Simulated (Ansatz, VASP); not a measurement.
# Two plane-wave programs on InP

```
CELL_PARAMETERS angstrom
0.00000 2.97988 2.97988
2.97988 0.00000 2.97988
2.97988 2.97988 0.00000
ATOMIC_POSITIONS crystal
In 0.00000 0.00000 0.00000
P 0.25000 0.25000 0.25000
```

Alike in both runs: task electric field gradients; functional PBEsol; k mesh 12 × 12 × 12; occupations fermi-dirac, width 0.08 eV; no spin polarisation.

|  | VASP | Ansatz |
| --- | --- | --- |
| version | VASP 6.6.1 | Ansatz 0.2.0 |
| potentials or method | VASP PAW PBE potentials, release 64 (In_d, P) | PAW with Ansatz's default frozen-core files, scalar-relativistic |
| plane-wave cutoff (eV) | 520 | 420 |
| valence electrons in the cell | 18 | 18 |

|  | VASP | Ansatz | Ansatz less VASP |
| --- | --- | --- | --- |
| pressure (GPa) | -2.5 | -2.5 | +0.01 |

VASP's potentials were made for PBE, not for PBEsol. The functional is the same, so the differences come from potentials, cutoffs and numerics.
